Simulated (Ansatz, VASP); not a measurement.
# Two plane-wave programs on MgTe

Contents of POSCAR:

```
MgTe
1.0
    4.4631947571      0.0000000000      0.0000000000
   -2.2315973785      3.8652400417      0.0000000000
    0.0000000000      0.0000000000      7.2687120255
Mg Te
2 2
Direct
    0.3333333333      0.6666666667     -0.0006080520
    0.6666666667      0.3333333333      0.4993919480
    0.3333333333      0.6666666667      0.3756080520
    0.6666666667      0.3333333333      0.8756080520
```

Contents of INCAR.step1:

```
PREC     = Accurate       # precision mode
ENCUT    = 520            # plane-wave cutoff, eV
EDIFF    = 1E-5           # SCF threshold, eV
ISMEAR   = 0              # smearing method
SIGMA    = 0.01           # smearing width, eV
LREAL    = F              # projectors in reciprocal space
LASPH    = T              # aspherical terms in the spheres
NELM     = 120            # most SCF steps
ALGO     = Normal         # electronic algorithm
ISIF     = 2              # what is computed and relaxed
LWAVE    = T              # write WAVECAR
NBANDS   = 16             # bands
GGA      = PE             # functional
GGA_COMPAT= F
```

The input INCAR.step2:

```
PREC     = Accurate       # precision mode
ENCUT    = 520            # plane-wave cutoff, eV
EDIFF    = 1E-6           # SCF threshold, eV
ISMEAR   = 0              # smearing method
SIGMA    = 0.01           # smearing width, eV
LREAL    = F              # projectors in reciprocal space
LASPH    = T              # aspherical terms in the spheres
NELM     = 120            # most SCF steps
ALGO     = Normal         # electronic algorithm
ISIF     = 2              # what is computed and relaxed
LWAVE    = F              # write WAVECAR
LCHARG   = T              # write CHGCAR
GGA      = PE             # functional
LHFCALC  = T              # exact exchange
HFSCREEN = 0.2079         # screening, 1/A
PRECFOCK = Normal       
LELF     = T              # ELF
LVHAR    = T            
NBANDS   = 16             # bands
ISTART   = 1            
GGA_COMPAT= F
```

KPOINTS

```
regular mesh
0
Gamma
  6 6 2
```

Input for Ansatz:

```yaml
crystal:
  lattice:
    - [4.4631947571, 0.0, 0.0]
    - [-2.2315973785, 3.8652400417, 0.0]
    - [0.0, 0.0, 7.2687120255]
  atoms:
    - { symbol: Mg, position: [0.3333333333, 0.6666666667, -0.000608052] }
    - { symbol: Mg, position: [0.6666666667, 0.3333333333, 0.499391948] }
    - { symbol: Te, position: [0.3333333333, 0.6666666667, 0.375608052] }
    - { symbol: Te, position: [0.6666666667, 0.3333333333, 0.875608052] }
kpoints:
  mp_grid: { grid: [6, 6, 2] }
  band_path:
    path:
      - [0.0, 0.0, 0.0]
      - [0.5, 0.0, 0.0]
      - [0.3333333333, 0.3333333333, 0.0]
      - [0.0, 0.0, 0.5]
      - [0.5, 0.0, 0.5]
      - [0.3333333333, 0.3333333333, 0.5]
      - [-0.010417, 0.005208, 0.0]
    npoints: 1
hamiltonian:
  xc: hse06
scf:
  occupations: { method: fixed }
  n_extra_bands: 5
output:
  forces: true
  stress: true
  eigenvalues: true
  write_density: true
  write_potential: true
  elf: true
  volumetric_format: npy
```

Change from the starting cell: hydrostatic strain -2.5%.

Alike in both runs: task single point; functional HSE06; k mesh 6 × 6 × 2; no spin polarisation.

|  | VASP | Ansatz |
| --- | --- | --- |
| version | VASP 6.6.1 | Ansatz 0.2.0 |
| potentials or method | VASP PAW PBE potentials, release 64 (Mg, Te) | plane waves, PAW |
| plane-wave cutoff (eV) | 520 | 420 |
| occupations | gaussian, width 0.01 eV | fixed |
| valence electrons in the cell | 16 | 52 |

Ansatz gave:

* gap on the k mesh at the Fermi level (eV): 3.70
* pressure (GPa): 3.2

Task: Estimate VASP's values.

Result: gap on the k mesh at the Fermi level (eV): 3.58; pressure (GPa): 3.0.

VASP's potentials hold 16 valence electrons a cell and Ansatz's 52, so a difference there can come from the potentials and not from the codes. Ansatz's warnings: stress exchange threshold loose, stress scf threshold loose.

The k mesh is coarse, so the values compare programs but aren't converged. Spin-orbit coupling is off throughout.
